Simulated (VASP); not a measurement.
# Au (P4/nmm) in VASP: a series of runs

Runs on Au. Level: LDA. Tasks: single point.

All numbers are computed with VASP 6.6.1; they aren't measurements. Logs are shortened: lines on timing, memory, paths and dates and some standing lists are left out, and cuts for length are marked.

## 1. The cell of the first run

The structure is tetragonal, space group P4/nmm (No. 129). Conventional cell: a = 3.315 Å, b = 3.315 Å, c = 3.315 Å, α = 90.00°, β = 90.00°, γ = 90.00°. Within 3.6 Å of Au (site symmetry 4mm) lie 14 Au at 2.71 to 3.31 Å.

## 2. Single point, LDA (atoms displaced along a vibrational mode)

INCAR

```
PREC = Accurate ; ENCUT = 520
EDIFF = 1E-7 ; ISMEAR = 0
SIGMA = 0.15 ; LREAL = False
LASPH = True ; NELM = 60
ALGO = Fast ; ISIF = 2
LWAVE = False ; LCHARG = True
LELF = True ; LVHAR = True
NBANDS = 18
```

KPOINTS

```
regular mesh
0
Gamma
  14 14 14
```

POSCAR

```
Au
1.0
    0.0000000000     -3.3145380000      0.0000000000
   -3.3145380000      0.0000000000      0.0000000000
    0.0000000000      0.0000000000     -3.3145380000
Au
2
Direct
    0.4547448242      0.5000000000      0.5000000000
    0.0452551758      0.0000000000      0.0000000000
```

Potentials or basis: VASP PAW LDA potentials, release 64 (Au).

The run is started by

```
> cat potpaw_LDA.64/Au/POTCAR > POTCAR
> mpirun -np 1 vasp_std > vasp.out
```

OUTCAR:

```text
PREC = Accurate
   ENCUT = 520
   EDIFF = 1E-7
   ISMEAR = 0
   LREAL = False
   LASPH = True
   NELM = 60
   ISIF = 2

 ion  position               nearest neighbor table
   1  0.455  0.500  0.500-   2 2.71   2 2.71   2 2.71   2 2.71   2 3.05   2 3.05   2 3.05   2 3.05

   2  0.045  0.000  0.000-   1 2.71   1 2.71   1 2.71   1 2.71   1 3.05   1 3.05   1 3.05   1 3.05

  LATTYP: Found a simple cubic cell.
 ALAT       =     3.3145380000

  Lattice vectors:

 A1 = (   0.0000000000,  -3.3145380000,   0.0000000000)
 A2 = (  -3.3145380000,   0.0000000000,   0.0000000000)
 A3 = (   0.0000000000,   0.0000000000,  -3.3145380000)

Analysis of symmetry for initial positions (statically):
=====================================================================
 Subroutine PRICEL returns:
 Original cell was already a primitive cell.

 Routine SETGRP: Setting up the symmetry group for a
 simple cubic supercell.

 Subroutine GETGRP returns: Found 16 space group operations
 (whereof  8 operations were pure point group operations)
 out of a pool of 48 trial point group operations.

The static configuration has the point symmetry C_4v.
 The point group associated with its full space group is D_4h.

Analysis of symmetry for dynamics (positions and initial velocities):
=====================================================================
 Subroutine PRICEL returns:
 Original cell was already a primitive cell.

 Routine SETGRP: Setting up the symmetry group for a
 simple cubic supercell.

 Subroutine GETGRP returns: Found 16 space group operations
 (whereof  8 operations were pure point group operations)
 out of a pool of 48 trial point group operations.

The dynamic configuration has the point symmetry C_4v.
 The point group associated with its full space group is D_4h.

 Subroutine INISYM returns: Found 16 space group operations
 (whereof  8 operations are pure point group operations),
 and found     1 'primitive' translations

----------------------------------------------------------------------------------------

                                     Primitive cell

  volume of cell :      36.4141

  direct lattice vectors                    reciprocal lattice vectors
     0.000000000 -3.314538000  0.000000000     0.000000000 -0.301701172  0.000000000
    -3.314538000  0.000000000  0.000000000    -0.301701172  0.000000000  0.000000000
     0.000000000  0.000000000 -3.314538000     0.000000000  0.000000000 -0.301701172

  length of vectors
     3.314538000  3.314538000  3.314538000     0.301701172  0.301701172  0.301701172

  position of ions in fractional coordinates (direct lattice)
     0.454744824  0.500000000  0.500000000
     0.045255176  0.000000000  0.000000000

  ion indices of the primitive-cell ions
   primitive index   ion index
                 1           1
                 2           2

----------------------------------------------------------------------------------------

 KPOINTS: regular mesh

Automatic generation of k-mesh.
 Grid dimensions read from file:
 generate k-points for:   14   14   14

 Generating k-lattice:

  Cartesian coordinates                     Fractional coordinates (reciprocal lattice)
     0.000000000 -0.021550084  0.000000000     0.071428571  0.000000000  0.000000000
    -0.021550084  0.000000000  0.000000000     0.000000000  0.071428571  0.000000000
     0.000000000  0.000000000 -0.021550084     0.000000000  0.000000000  0.071428571

  Length of vectors
     0.021550084  0.021550084  0.021550084

  Shift w.r.t. Gamma in fractional coordinates (k-lattice)
     0.000000000  0.000000000  0.000000000

 Subroutine IBZKPT returns following result:
 ===========================================

 Found    288 irreducible k-points:

 Following reciprocal coordinates:
            Coordinates               Weight
  0.000000  0.000000  0.000000      1.000000
  0.071429  0.000000  0.000000      2.000000
  0.000000  0.071429  0.000000      4.000000
  0.142857  0.000000  0.000000      2.000000
  0.000000  0.142857  0.000000      4.000000
  0.214286  0.000000  0.000000      2.000000
[... 16 lines left out ...]
  0.071429  0.000000  0.214286      8.000000
  0.285714  0.071429  0.000000      8.000000
 [... further k-points ...]
   k-points           NKPTS =    288   k-points in BZ     NKDIM =    288   number of bands    NBANDS=     18
   number of dos      NEDOS =    301   number of ions     NIONS =      2
   total plane-waves  NPLWV =  21952
   dimension x,y,z NGX =    28 NGY =   28 NGZ =   28
   dimension x,y,z NGXF=    56 NGYF=   56 NGZF=   56
   ions per type =               2
   NGX,Y,Z   is equivalent  to a cutoff of  14.04, 14.04, 14.04 a.u.
   NGXF,Y,Z  is equivalent  to a cutoff of  28.09, 28.09, 28.09 a.u.
 SYSTEM =  unknown system
   PREC   = accura    normal or accurate (medium, high low for compatibility)
   ISTART =      0    job   : 0-new  1-cont  2-samecut
   ICHARG =      2    charge: 1-file 2-atom 10-const
   ISPIN  =      1    spin polarized calculation?
   LNONCOLLINEAR =      F non collinear calculations
   LSORBIT =      F    spin-orbit coupling
   LASPH  =      T    aspherical Exc in radial PAW
   ENCUT  =  520.0 eV  38.22 Ry    6.18 a.u.   6.16  6.16  6.16*2*pi/ulx,y,z
   NELM   =     60;   NELMIN=  2; NELMDL= -5     # of ELM steps
   EDIFF  = 0.1E-06   stopping-criterion for ELM
   LREAL  =      F    real-space projection
   EDIFFG = 0.1E-05   stopping-criterion for IOM
   NSW    =      0    number of steps for IOM
   IBRION =     -1    ionic relax: 0-MD 1-quasi-New 2-CG
   NFREE  =      0    steps in history (QN), initial steepest desc. (CG)
   ISIF   =      2    stress and relaxation
   ISYM   =      2    0-nonsym 1-usesym 2-fastsym
   POTIM  = 0.5000    time-step for ionic-motion
   TEBEG  =    0.0;   TEEND  =   0.0 temperature during run
   PSTRESS=    0.0 pullay stress
   NELECT =      22.0000    total number of electrons
   NUPDOWN=      -1.0000    fix difference up-down
   EMIN   =  10.00;   EMAX   =-10.00  energy-range for DOS
   EFERMI =   0.00;   METHOD = LEGACY
   ISMEAR =     0;   SIGMA  =   0.15  broadening in eV -4-tet -1-fermi 0-gaus
   EFERMI_NEDOS =   21; number of points for ismear=-14 and -15
   IALGO  =     68    algorithm
   IMIX   =      4    mixing-type and parameters
     AMIX     =   0.40;   BMIX     =  1.00
     AMIX_MAG =   1.60;   BMIX_MAG =  1.00
  volume/ion in A,a.u.               =      18.21       122.87
  Fermi-wavevector in a.u.,A,eV,Ry     =   1.383968  2.615320 26.060157  1.915367
  Thomas-Fermi vector in A             =   2.508516
   LORBIT       =      0    0 simple, 1 ext, 2 COOP (PROOUT), +10 PAW based schemes
   GGA     = CA    functional components
   LHFCALC =     F    Hartree Fock is set to
   AEXX    =    0.0000 exact exchange contribution
   IVDW    =     0    specifies the selected vdW correction
   LEPSILON=     F    determine dielectric tensor
   LRPA    =     F    only Hartree local field effects (RPA)
 non-spin polarized calculation
 RMM-DIIS sequential band-by-band and
 Gauss-broadening in eV      SIGMA  =   0.15
  energy-cutoff  :      520.00
  volume of cell :       36.41
 maximum number of plane-waves:       996
 NGX is ok and might be reduce to    28
   NGX = 13   NGY = 13   NGZ = 13

 number of electron      22.0000001 magnetization

 Free energy of the ion-electron system (eV)
  ---------------------------------------------------
  ext. energy  EPLUGINS =         0.00000000
  ---------------------------------------------------
  free energy    TOTEN  =        -8.52045498 eV

  energy without entropy =       -8.51426973  energy(sigma->0) =       -8.51736235

 E-fermi :   8.2220     XC(G=0): -12.5797

 val. band max:        8.2000670320   @ k =   0.5000   0.2857   0.2143
 cond. band min:       8.2369456338   @ k =   0.2857   0.0000   0.4286
 fundamental gap:      0.0368786018
 Fermi energy:         8.2220267636

 k-point     1 :       0.0000    0.0000    0.0000
  band No.  band energies     occupation
      1      -1.0357      2.00000
      2       1.7428      2.00000
      3       2.0418      2.00000
      4       3.3716      2.00000
      5       3.7688      2.00000
      6       3.7688      2.00000
[... 10 lines left out ...]
     17      23.1435      0.00000
     18      25.0139      0.00000

 k-point     2 :       0.0714    0.0000    0.0000
  band No.  band energies     occupation
      1      -0.9496      2.00000
      2       1.7749      2.00000
      3       2.0919      2.00000
      4       3.3950      2.00000
      5       3.7696      2.00000
      6       3.7696      2.00000
[... 10 lines left out ...]
     17      23.3124      0.00000
     18      25.1264      0.00000

 k-point     3 :       0.0000    0.0714    0.0000
  band No.  band energies     occupation
      1      -0.9458      2.00000
      2       1.7909      2.00000
      3       2.0710      2.00000
      4       3.3690      2.00000
      5       3.7834      2.00000
      6       3.7853      2.00000
[... 10 lines left out ...]
     17      23.3365      0.00000
     18      25.0513      0.00000

 k-point     4 :       0.1429    0.0000    0.0000
  band No.  band energies     occupation
      1      -0.6956      2.00000
      2       1.8691      2.00000
      3       2.2334      2.00000
      4       3.4634      2.00000
      5       3.7749      2.00000
      6       3.7749      2.00000
[... 375 lines left out ...]
      4       3.3379      2.00000
      5       3.7286      2.00000
      6       4.0558      2.00000
[... 10 lines left out ...]
     17      23.8737      0.00000
     18      24.8469      0.00000

 k-point    23 :       0.0714    0.0000    0.2143
  band No.  band energies     occupation
      1      -0.1736      2.00000
      2       2.1095      2.00000
      3       2.3816      2.00000
      4       3.3155      2.00000
      5       3.9127      2.00000
      6       3.9255      2.00000
[... 10 lines left out ...]
     17      24.4381      0.00000
     18      24.7532      0.00000

 k-point    24 :       0.2857    0.0714    0.0000
  band No.  band energies     occupation
      1       0.3140      2.00000
      2       2.2365      2.00000
      3       2.6755      2.00000
      4       3.4864      2.00000
      5       3.8548      2.00000
      6       4.0160      2.00000
[... 10 lines left out ...]
     17      23.4783      0.00000
     18      24.7892      0.00000

 [... further k-points ...]

------------------------ aborting loop because EDIFF is reached ----------------------------------------

  FORCE on cell =-STRESS in cart. coord.  units (eV):
  Direction    XX          YY          ZZ          XY          YZ          ZX
  --------------------------------------------------------------------------------------
  -------------------------------------------------------------------------------------
  Total       -1.3888484     -2.4889631     -1.3888484      0.0000000      0.0000000      0.0000000
  in kB      -61.1077690   -109.5115764    -61.1077690      0.0000000      0.0000000      0.0000000
  external PRESSURE =     -77.2423714 kB  Pullay stress =       0.0000000 kB

 VOLUME and BASIS-vectors are now :
 -----------------------------------------------------------------------------
  energy-cutoff  :      520.00
  volume of cell :       36.41
      direct lattice vectors                 reciprocal lattice vectors
     0.000000000 -3.314538000  0.000000000     0.000000000 -0.301701172  0.000000000
    -3.314538000  0.000000000  0.000000000    -0.301701172  0.000000000  0.000000000
     0.000000000  0.000000000 -3.314538000     0.000000000  0.000000000 -0.301701172

 POSITION                                       TOTAL-FORCE (eV/Angst)
 -----------------------------------------------------------------------------------
     -1.65727     -1.50727     -1.65727         0.000000     -1.262993      0.000000
      0.00000     -0.15000      0.00000         0.000000      1.262993     -0.000000
 -----------------------------------------------------------------------------------
    total drift:                               -0.000000     -0.000000     -0.000000

  FREE ENERGIE OF THE ION-ELECTRON SYSTEM (eV)
  ---------------------------------------------------
  free  energy   TOTEN  =        -8.5204549802 eV

  energy  without entropy=       -8.5142697263  energy(sigma->0) =       -8.51736235
```

Run time: 7.1 min. Hardware: 1 thread of Intel Xeon 8259CL, shared host; peak memory 0.26 GiB.

Results:

```yaml
Free_energy: -8.5205 eV
Pressure: -7.7 GPa
Largest_force: 1.263 eV/Å
Band_gap_on_the_k_mesh: zero (bands 11 and 12 overlap by 4.81 eV)
```

Forces on the atoms (eV/Å):
```
Au   0.000 -1.263  0.000
Au   0.000  1.263  0.000
```

Levels at points of the mesh, in eV from the Fermi level:
| k point | band 9 | band 10 | band 11 | band 12 | band 13 | band 14 |
| --- | --- | --- | --- | --- | --- | --- |
| (0.00, 0.00, 0.00) | -1.96 | -1.96 | -1.56 | 6.20 | 6.20 | 6.79 |
| (0.50, 0.00, 0.00) | -3.82 | -2.37 | -2.29 | -1.31 | 11.48 | 12.14 |
| (0.00, 0.50, 0.00) | -2.68 | -2.68 | -1.88 | -1.88 | 11.15 | 11.15 |
| (0.50, 0.50, 0.00) | -1.36 | -1.36 | -0.42 | -0.42 | 3.18 | 3.18 |
| (0.00, 0.50, 0.50) | -1.77 | -1.77 | -0.38 | -0.38 | 3.27 | 3.27 |
| (0.50, 0.50, 0.50) | -2.59 | -2.59 | 2.73 | 2.73 | 5.67 | 5.67 |

Caveat: the cell differs from its parent crystal (atoms displaced along a vibrational mode); the cell stands under tension; spin-orbit coupling is left out, which moves the levels of the heavy elements; forces of over 1 eV/Å act on the atoms, so gaps and moduli don't describe the material at rest.

## 3. Single point, LDA (atoms displaced along a vibrational mode)

INCAR

```
ALGO     = Fast           # electronic algorithm
EDIFF    = 1E-6           # SCF threshold, eV
ENCUT    = 520            # plane-wave cutoff, eV
ISIF     = 2              # what is computed and relaxed
ISMEAR   = 0              # smearing method
LASPH    = True           # aspherical terms in the spheres
LCHARG   = False          # write CHGCAR
LREAL    = False          # projectors in reciprocal space
LWAVE    = False          # write WAVECAR
NBANDS   = 18             # bands
NELM     = 100            # most SCF steps
PREC     = Accurate       # precision mode
SIGMA    = 0.15           # smearing width, eV
```

KPOINTS

```
k-points
0
Gamma
  14 14 14
```

POSCAR

```
Au
1.0
    0.0000000000     -3.3145380000      0.0000000000
   -3.3145380000      0.0000000000      0.0000000000
    0.0000000000      0.0000000000     -3.3145380000
Au
2
Direct
    0.4472022949      0.5000000000      0.5000000000
    0.0527977051      0.0000000000      0.0000000000
```

Potentials or basis: VASP PAW LDA potentials, release 64 (Au).

The run is started by

```
> cat potpaw_LDA.64/Au/POTCAR > POTCAR
> mpirun -np 1 vasp_std > vasp.out
```

Run time: 8 min. Hardware: 1 thread of Intel Xeon 8259CL, shared host; peak memory 0.26 GiB.

It converged, with:

```
Free energy            : -8.4524 eV
Pressure               : -5.8 GPa
Largest force          : 1.459 eV/Å
Band gap on the k mesh : zero (bands 11 and 12 overlap by 4.85 eV)
```

Forces in eV/Å, atoms in the order of the input:
```
Au   0.000 -1.459  0.000
Au   0.000  1.459  0.000
```

Stress tensor (GPa, compression positive):
```
 -3.66   0.00   0.00
  0.00 -10.16   0.00
  0.00   0.00  -3.66
```

Levels at points of the mesh, in eV from the Fermi level:
```tsv
k point	band 7	band 8	band 9	band 10	band 11	band 12	band 13	band 14	band 15	band 16
(0.00, 0.00, 0.00)	-3.21	-2.58	-2.03	-2.03	-1.48	6.22	6.22	7.01	8.75	14.75
(0.50, 0.00, 0.00)	-3.87	-3.87	-3.67	-2.31	-2.21	-1.23	11.39	11.98	11.98	13.24
(0.00, 0.50, 0.00)	-3.25	-3.25	-2.55	-2.55	-1.87	-1.87	10.93	10.93	13.27	13.27
(0.50, 0.50, 0.00)	-2.57	-2.57	-1.35	-1.35	-0.42	-0.42	3.19	3.19	12.45	12.45
(0.00, 0.50, 0.50)	-2.66	-2.66	-1.89	-1.89	-0.36	-0.36	3.31	3.31	13.19	13.19
(0.50, 0.50, 0.50)	-2.62	-2.62	-2.59	-2.59	2.78	2.78	5.48	5.48	7.02	7.02
```

Caveat: the cell differs from its parent crystal (atoms displaced along a vibrational mode); the stress differs along the axes, from -10 to -4 GPa; spin-orbit coupling is left out, which moves the levels of the heavy elements; forces of over 1 eV/Å act on the atoms, so gaps and moduli don't describe the material at rest.

The gap in the log of VASP goes by the Fermi energy; the results here count the filled bands.